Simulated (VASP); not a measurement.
# C in VASP: notebook

The runs below take C through single point, with LDA, PBE.

Everything below comes from runs of VASP 6.6.1. Logs are shortened: lines on timing, memory, paths and dates and some standing lists are left out, and cuts for length are marked.

**1. The cell of the first run**

The cell holds a sheet with vacuum, 2 atoms: a = 2.460 Å, b = 2.460 Å, c = 20.000 Å, α = 90.00°, β = 90.00°, γ = 120.00°.

**2. Single point, LDA**

INCAR reads:

```
ALGO = Normal
DIPOL = 0.5 0.5 0.500
EDIFF = 1E-6
ENCUT = 520
GGA = CA
GGA_COMPAT = False
IDIPOL = 3
ISIF = 2
ISMEAR = -1
LASPH = True
LCHARG = False
LDIPOL = True
LREAL = False
LWAVE = False
NBANDS = 11
NELM = 120
NELMDL = -8
PREC = Accurate
SIGMA = 0.01
```

KPOINTS reads:

```
k-points
0
Gamma
  24 24 1
```

POSCAR reads:

```
C
1.0
    2.4600000000      0.0000000000      0.0000000000
   -1.2300000000      2.1304224933      0.0000000000
    0.0000000000      0.0000000000     20.0000000000
C
2
Direct
    0.3333333333      0.6666666667      0.5000000000
    0.6666666667      0.3333333333      0.5000000000
```

Potentials or basis: VASP PAW LDA potentials, release 64 (C).

Run with:

```sh
$ cat potpaw_LDA.64/C/POTCAR > POTCAR
$ mpirun -np 1 vasp_std > vasp.out
```

OUTCAR:

```text
EDIFF = 1E-6
   ENCUT = 520
   GGA = CA
   ISIF = 2
   ISMEAR = -1
   LASPH = True
   LREAL = False
   NELM = 120
   NELMDL = -8
   PREC = Accurate

 ion  position               nearest neighbor table
   1  0.333  0.667  0.500-   2 1.42   2 1.42   2 1.42
   2  0.667  0.333  0.500-   1 1.42   1 1.42   1 1.42

  LATTYP: Found a hexagonal cell.
 ALAT       =     2.4600000000
 C/A-ratio  =     8.1300813008

  Lattice vectors:

 A1 = (   2.4600000000,   0.0000000000,   0.0000000000)
 A2 = (  -1.2300000000,   2.1304224933,   0.0000000000)
 A3 = (   0.0000000000,   0.0000000000,  20.0000000000)

Analysis of symmetry for initial positions (statically):
=====================================================================
 Subroutine PRICEL returns:
 Original cell was already a primitive cell.

 Routine SETGRP: Setting up the symmetry group for a
 hexagonal supercell.

 Subroutine GETGRP returns: Found 24 space group operations
 (whereof 24 operations were pure point group operations)
 out of a pool of 24 trial point group operations.

The static configuration has the point symmetry D_6h.

Analysis of symmetry for dynamics (positions and initial velocities):
=====================================================================
 Subroutine PRICEL returns:
 Original cell was already a primitive cell.

 Routine SETGRP: Setting up the symmetry group for a
 hexagonal supercell.

 Subroutine GETGRP returns: Found 24 space group operations
 (whereof 24 operations were pure point group operations)
 out of a pool of 24 trial point group operations.

The dynamic configuration has the point symmetry D_6h.

 Subroutine INISYM returns: Found 24 space group operations
 (whereof 24 operations are pure point group operations),
 and found     1 'primitive' translations

----------------------------------------------------------------------------------------

                                     Primitive cell

  volume of cell :     104.8168

  direct lattice vectors                    reciprocal lattice vectors
     2.460000000  0.000000000  0.000000000     0.406504065  0.234695231  0.000000000
    -1.230000000  2.130422493  0.000000000     0.000000000  0.469390463  0.000000000
     0.000000000  0.000000000 20.000000000     0.000000000  0.000000000  0.050000000

  length of vectors
     2.460000000  2.460000000 20.000000000     0.469390463  0.469390463  0.050000000

  position of ions in fractional coordinates (direct lattice)
     0.333333333  0.666666667  0.500000000
     0.666666667  0.333333333  0.500000000

  ion indices of the primitive-cell ions
   primitive index   ion index
                 1           1
                 2           2

----------------------------------------------------------------------------------------

 KPOINTS: k-points

Automatic generation of k-mesh.
 Grid dimensions read from file:
 generate k-points for:   24   24    1

 Generating k-lattice:

  Cartesian coordinates                     Fractional coordinates (reciprocal lattice)
     0.016937669  0.009778968  0.000000000     0.041666667  0.000000000  0.000000000
     0.000000000  0.019557936  0.000000000     0.000000000  0.041666667  0.000000000
     0.000000000  0.000000000  0.050000000     0.000000000  0.000000000  1.000000000

  Length of vectors
     0.019557936  0.019557936  0.050000000

  Shift w.r.t. Gamma in fractional coordinates (k-lattice)
     0.000000000  0.000000000  0.000000000

 Subroutine IBZKPT returns following result:
 ===========================================

 Found     61 irreducible k-points:

 Following reciprocal coordinates:
            Coordinates               Weight
  0.000000  0.000000  0.000000      1.000000
  0.041667  0.000000  0.000000      6.000000
  0.083333  0.000000  0.000000      6.000000
  0.125000  0.000000  0.000000      6.000000
  0.166667  0.000000  0.000000      6.000000
  0.208333  0.000000  0.000000      6.000000
[... 16 lines left out ...]
  0.416667  0.041667  0.000000     12.000000
  0.458333  0.041667  0.000000     12.000000
 [... further k-points ...]
   k-points           NKPTS =     61   k-points in BZ     NKDIM =     61   number of bands    NBANDS=     11
   number of dos      NEDOS =    301   number of ions     NIONS =      2
   total plane-waves  NPLWV =  48600
   dimension x,y,z NGX =    18 NGY =   18 NGZ =  150
   dimension x,y,z NGXF=    36 NGYF=   36 NGZF=  300
   ions per type =               2
   NGX,Y,Z   is equivalent  to a cutoff of  12.16, 12.16, 12.47 a.u.
   NGXF,Y,Z  is equivalent  to a cutoff of  24.33, 24.33, 24.94 a.u.
 SYSTEM =  unknown system
   PREC   = accura    normal or accurate (medium, high low for compatibility)
   ISTART =      0    job   : 0-new  1-cont  2-samecut
   ICHARG =      2    charge: 1-file 2-atom 10-const
   ISPIN  =      1    spin polarized calculation?
   LNONCOLLINEAR =      F non collinear calculations
   LSORBIT =      F    spin-orbit coupling
   LASPH  =      T    aspherical Exc in radial PAW
   ENCUT  =  520.0 eV  38.22 Ry    6.18 a.u.   4.57  4.57 37.19*2*pi/ulx,y,z
   NELM   =    120;   NELMIN=  2; NELMDL= -8     # of ELM steps
   EDIFF  = 0.1E-05   stopping-criterion for ELM
   LREAL  =      F    real-space projection
   EDIFFG = 0.1E-04   stopping-criterion for IOM
   NSW    =      0    number of steps for IOM
   IBRION =     -1    ionic relax: 0-MD 1-quasi-New 2-CG
   NFREE  =      0    steps in history (QN), initial steepest desc. (CG)
   ISIF   =      2    stress and relaxation
   ISYM   =      2    0-nonsym 1-usesym 2-fastsym
   POTIM  = 0.5000    time-step for ionic-motion
   TEBEG  =    0.0;   TEEND  =   0.0 temperature during run
   PSTRESS=    0.0 pullay stress
   NELECT =       8.0000    total number of electrons
   NUPDOWN=      -1.0000    fix difference up-down
   EMIN   =  10.00;   EMAX   =-10.00  energy-range for DOS
   EFERMI =   0.00;   METHOD = LEGACY
   ISMEAR =    -1;   SIGMA  =   0.01  broadening in eV -4-tet -1-fermi 0-gaus
   EFERMI_NEDOS =   21; number of points for ismear=-14 and -15
   IALGO  =     38    algorithm
   IMIX   =      4    mixing-type and parameters
     AMIX     =   0.40;   BMIX     =  1.00
     AMIX_MAG =   1.60;   BMIX_MAG =  1.00
  volume/ion in A,a.u.               =      52.41       353.67
  Fermi-wavevector in a.u.,A,eV,Ry     =   0.694429  1.312281  6.561161  0.482232
  Thomas-Fermi vector in A             =   1.776920
   LORBIT       =      0    0 simple, 1 ext, 2 COOP (PROOUT), +10 PAW based schemes
   GGA     = CA    functional components
   LHFCALC =     F    Hartree Fock is set to
   AEXX    =    0.0000 exact exchange contribution
   IVDW    =     0    specifies the selected vdW correction
   LEPSILON=     F    determine dielectric tensor
   LRPA    =     F    only Hartree local field effects (RPA)
 non-spin polarized calculation
  energy-cutoff  :      520.00
  volume of cell :      104.82
 maximum number of plane-waves:      2866
   NGX =  9   NGY =  9   NGZ = 75

 number of electron       7.9999996 magnetization

 dipolmoment           0.000000      0.000000     -0.000000 electrons x Angstroem

 Free energy of the ion-electron system (eV)
  ---------------------------------------------------
  ext. energy  EPLUGINS =         0.00000000
  ---------------------------------------------------
  free energy    TOTEN  =       -20.17204744 eV

  energy without entropy =      -20.17195117  energy(sigma->0) =      -20.17199930

 E-fermi :  -2.9895     XC(G=0):  -2.2208

 val. band max:       -2.9895215579   @ k =   0.3333   0.3333   0.0000
 cond. band min:      -2.9895215527   @ k =   0.3333   0.3333   0.0000
 fundamental gap:      0.0000000051
 Fermi energy:        -2.9895215554

 k-point     1 :       0.0000    0.0000    0.0000
  band No.  band energies     occupation
      1     -22.3464      2.00000
      2     -10.6781      2.00000
      3      -6.0252      2.00000
      4      -6.0251      2.00000
      5       0.3969      0.00000
      6       1.3566      0.00000
      7       1.6847      0.00000
      8       2.6043      0.00000
      9       3.0086      0.00000
     10       5.3118      0.00000
     11       5.3139      0.00000

 k-point     2 :       0.0417    0.0000    0.0000
  band No.  band energies     occupation
      1     -22.3054      2.00000
      2     -10.6286      2.00000
      3      -6.1902      2.00000
      4      -6.1149      2.00000
      5       0.4524      0.00000
      6       1.4131      0.00000
      7       1.7420      0.00000
      8       2.6610      0.00000
      9       3.0653      0.00000
     10       5.3129      0.00000
     11       5.3933      0.00000

 k-point     3 :       0.0833    0.0000    0.0000
  band No.  band energies     occupation
      1     -22.1827      2.00000
      2     -10.4806      2.00000
      3      -6.6611      2.00000
      4      -6.3654      2.00000
      5       0.6189      0.00000
      6       1.5826      0.00000
      7       1.9141      0.00000
      8       2.8311      0.00000
      9       3.2352      0.00000
     10       5.3575      0.00000
     11       5.5658      0.00000
[... 267 lines left out ...]
 k-point    23 :       0.4167    0.0417    0.0000
  band No.  band energies     occupation
      1     -17.9529      2.00000
      2     -15.0887      2.00000
      3      -9.4602      2.00000
      4      -5.8542      2.00000
      5      -0.6900      0.00000
      6       4.7497      0.00000
      7       6.5249      0.00000
      8       7.5484      0.00000
      9       8.0528      0.00000
     10       8.8397      0.00000
     11       9.3058      0.00000

 k-point    24 :       0.4583    0.0417    0.0000
  band No.  band energies     occupation
      1     -17.2083      2.00000
      2     -15.9525      2.00000
      3      -9.5420      2.00000
      4      -5.3880      2.00000
      5      -1.2817      0.00000
      6       4.7133      0.00000
      7       7.7006      0.00000
      8       8.6993      0.00000
      9       8.9615      0.00000
     10       9.3133      0.00000
     11       9.8522      0.00000

 [... further k-points ...]

------------------------ aborting loop because EDIFF is reached ----------------------------------------

 vacuum level on the upper side and lower side of the slab       (xc-potential included)        -0.134        -0.134

  FORCE on cell =-STRESS in cart. coord.  units (eV):
  Direction    XX          YY          ZZ          XY          YZ          ZX
  --------------------------------------------------------------------------------------
  -------------------------------------------------------------------------------------
  Total       -0.7281905     -0.7281905     -0.0137501      0.0000000     -0.0000000      0.0000000
  in kB      -11.1307584    -11.1307584     -0.2101768      0.0000000     -0.0000000      0.0000000
  external PRESSURE =      -7.4905645 kB  Pullay stress =       0.0000000 kB

 VOLUME and BASIS-vectors are now :
 -----------------------------------------------------------------------------
  energy-cutoff  :      520.00
  volume of cell :      104.82
      direct lattice vectors                 reciprocal lattice vectors
     2.460000000  0.000000000  0.000000000     0.406504065  0.234695231  0.000000000
    -1.230000000  2.130422493  0.000000000     0.000000000  0.469390463  0.000000000
     0.000000000  0.000000000 20.000000000     0.000000000  0.000000000  0.050000000

 POSITION                                       TOTAL-FORCE (eV/Angst)
 -----------------------------------------------------------------------------------
     -0.00000      1.42028     10.00000         0.000000      0.000000      0.000000
      1.23000      0.71014     10.00000        -0.000000     -0.000000      0.000000
 -----------------------------------------------------------------------------------
    total drift:                                0.000000     -0.000000     -0.000000

  FREE ENERGIE OF THE ION-ELECTRON SYSTEM (eV)
  ---------------------------------------------------
  free  energy   TOTEN  =       -20.1720474389 eV

  energy  without entropy=      -20.1719511685  energy(sigma->0) =      -20.17199930

 vacuum level on the upper side and lower side of the slab         1.456         1.456
```

It took 2 min on 1 thread of Intel Xeon 8259CL, shared host; peak memory 0.2 GiB.

What came out:

* Free energy: -20.1720 eV
* Band gap on the k mesh: zero (filled and empty bands touch)

**3. Single point, PBE**

INCAR reads:

```
PREC     = Accurate       # precision mode
ENCUT    = 520            # plane-wave cutoff, eV
EDIFF    = 1E-6           # SCF threshold, eV
ISMEAR   = -1             # smearing method
SIGMA    = 0.01           # smearing width, eV
LREAL    = False          # projectors in reciprocal space
LASPH    = True           # aspherical terms in the spheres
NELM     = 120            # most SCF steps
ALGO     = Normal         # electronic algorithm
ISIF     = 2              # what is computed and relaxed
LWAVE    = False          # write WAVECAR
LCHARG   = True           # write CHGCAR
LDIPOL   = True         
IDIPOL   = 3            
DIPOL    = 0.5 0.5 0.500
GGA      = PE             # functional
LELF     = True           # ELF
LVHAR    = True         
LVACPOTAV= True         
NBANDS   = 11             # bands
GGA_COMPAT= False        
NELMDL   = -8
```

KPOINTS reads:

```
regular mesh
0
Gamma
  24 24 1
```

POSCAR is that of step 2.

Potentials or basis: VASP PAW PBE potentials, release 64 (C).

Run with:

```sh
$ cat potpaw_PBE.64/C/POTCAR > POTCAR
$ mpirun -np 1 vasp_std > vasp.out
```

Wall time 2.4 min (1 thread of Intel Xeon 8259CL, shared host); peak memory 0.22 GiB.

Results (log left out):

- Free energy: -18.4496 eV
- Band gap on the k mesh: zero (filled and empty bands touch)

Levels at points of the mesh, in eV from the Fermi level:
```
           k point  band 1  band 2  band 3  band 4  band 5  band 6  band 7  band 8  band 9
(0.00, 0.00, 0.00)  -19.58   -7.67   -3.04   -3.04    3.24    4.04    4.39    5.31    5.75
(0.50, 0.00, 0.00)  -14.31  -13.29   -6.44   -2.37    1.68    7.44   11.13   11.28   11.98
```
